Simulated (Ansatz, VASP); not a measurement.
## SrCl2 in VASP and in Ansatz

Contents of POSCAR:

```
SrCl2
1.0
    0.0000000000      3.4623851846      3.4623851846
    3.4623851846      0.0000000000      3.4623851846
    3.4623851846      3.4623851846      0.0000000000
Sr Cl
1 2
Direct
    0.0000000000      0.0000000000      0.0000000000
    0.2500000000      0.2500000000      0.2500000000
    0.7500000000      0.7500000000      0.7500000000
```

File INCAR.step1:

```
PREC = Accurate
ENCUT = 520
ISMEAR = 0
SIGMA = 0.01
LREAL = F
LASPH = T
NELM = 60
NBANDS = 19
GGA = PE
ALGO = Normal
EDIFF = 1E-4
LWAVE = T
LCHARG = F
```

INCAR.step2

```
PREC = Accurate
ENCUT = 520
EDIFF = 1E-6
ISMEAR = 0
SIGMA = 0.01
LREAL = F
LASPH = T
NELM = 60
ALGO = Normal
ISIF = 2
LWAVE = F
LCHARG = T
METAGGA = R2SCAN
LMIXTAU = T
LELF = T
LVHAR = T
NBANDS = 19
ISTART = 1
```

The input KPOINTS:

```
Automatic mesh
0
Gamma
  6 6 6
```

Input for Ansatz:

```yaml
crystal:
  lattice:
    - [0.0, 3.4623851846, 3.4623851846]
    - [3.4623851846, 0.0, 3.4623851846]
    - [3.4623851846, 3.4623851846, 0.0]
  atoms:
    - { symbol: Sr, position: [0.0, 0.0, 0.0] }
    - { symbol: Cl, position: [0.25, 0.25, 0.25] }
    - { symbol: Cl, position: [0.75, 0.75, 0.75] }
kpoints:
  mp_grid: { grid: [6, 6, 6] }
hamiltonian:
  xc: r2scan
scf:
  occupations: { method: fixed }
  n_extra_bands: 4
output:
  forces: true
  stress: true
  eigenvalues: true
```

Alike in both runs: task single point; functional r2SCAN; k mesh 6 × 6 × 6; no spin polarisation.

|  | VASP | Ansatz |
| --- | --- | --- |
| version | VASP 6.6.1 | Ansatz 0.2.0 |
| potentials or method | VASP PAW PBE potentials, release 64 (Sr_sv, Cl) | plane waves, PAW |
| plane-wave cutoff (eV) | 520 | 500 |
| occupations | gaussian, width 0.01 eV | fixed |
| valence electrons in the cell | 24 | 24 |

Ansatz gave:

* gap on the k mesh at the Fermi level (eV): 5.98
* pressure (GPa): 1.2

Question: What did VASP give for the same quantities?

Answer: gap on the k mesh at the Fermi level (eV): 5.98; pressure (GPa): 1.3.

VASP's potentials were made for PBE, not for r2SCAN.
